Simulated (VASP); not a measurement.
## Se: single point with revPBE

Se:

```
Se
1.0
     3.70062    0.00000    0.00000
    -1.85031    3.20483    0.00000
     0.00000    0.00000    3.85584
Se
2
Direct
  0.33333 0.66667 0.25000
  0.66667 0.33333 0.75000
```

This isn't the form of Se at room conditions, which is trigonal, of chains.

- Program: VASP 6.6.1
- Task: single point
- Functional: revPBE
- Potentials or basis: VASP PAW PBE potentials, release 64 (Se)
- Cutoff: 520 eV
- k mesh: 11 × 11 × 9
- Occupations: fermi-dirac, width 0.1 eV
- Spin: no spin polarisation
- Dipole correction: no
- Further INCAR settings: ALGO = Normal; EDIFF = 1e-06; NBANDS = 13

- Pressure: -0.1 GPa
- Band gap on the k mesh: zero (bands 6 and 7 overlap by 2.00 eV)

Stress tensor (GPa, compression positive):
```
 0.11  0.00  0.00
 0.00  0.11  0.00
 0.00  0.00 -0.60
```

Levels at points of the mesh, in eV from the Fermi level:
| k point | band 3 | band 4 | band 5 | band 6 | band 7 | band 8 | band 9 | band 10 |
| --- | --- | --- | --- | --- | --- | --- | --- | --- |
| (0.00, 0.00, 0.00) | -4.58 | -2.25 | -2.25 | 0.80 | 0.80 | 3.24 | 4.36 | 7.26 |

It took 21 s on 1 thread of Intel(R) Xeon(R) Platinum 8488C (Sapphire Rapids) (shared host), peak memory 0.18 GiB.

Caveat: the PAW data sets were made with another functional, which shifts forces and pressure a little.
